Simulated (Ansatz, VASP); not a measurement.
# One calculation of Cu5N, two programs

```xyz
6
Lattice="2.5197 0.0000 0.0000 0.0000 2.5197 0.0000 0.0000 0.0000 26.1267" Properties=species:S:1:pos:R:3 pbc="T T T"
Cu    1.2598    1.2598    8.5000
Cu    0.0000    0.0000   10.2817
Cu    1.2598    1.2598   12.0793
Cu    0.0000    0.0000   13.8525
Cu    1.2598    1.2598   15.8494
N     0.0000    0.0000   16.3986
```

Alike in both runs: task single point; functional PBEsol; k mesh 11 × 11 × 1; occupations gaussian, width 0.1 eV; no spin polarisation.

```csv
,VASP,Ansatz
version,VASP 6.6.1,Ansatz 0.2.0
potentials or method,"VASP PAW PBE potentials, release 64 (Cu, N), cutoff 520 eV","scalar-relativistic, plane waves, PAW"
valence electrons in the cell,60,100
```

Ansatz gave:

- gap on the k mesh at the Fermi level (eV): none
- rms of the force components (eV/Å): 0.078

Question: Which values does VASP return?

Answer: gap on the k mesh at the Fermi level (eV): none; rms of the force components (eV/Å): 0.074.

VASP's potentials were made for PBE, not for PBEsol. Atom by atom the forces differ by 0.013 eV/Å (rms over components). A gap of «none» marks a metal or a gap that the smearing closes. VASP's potentials hold 60 valence electrons a cell and Ansatz's 100, so a difference there can come from the potentials and not from the codes.
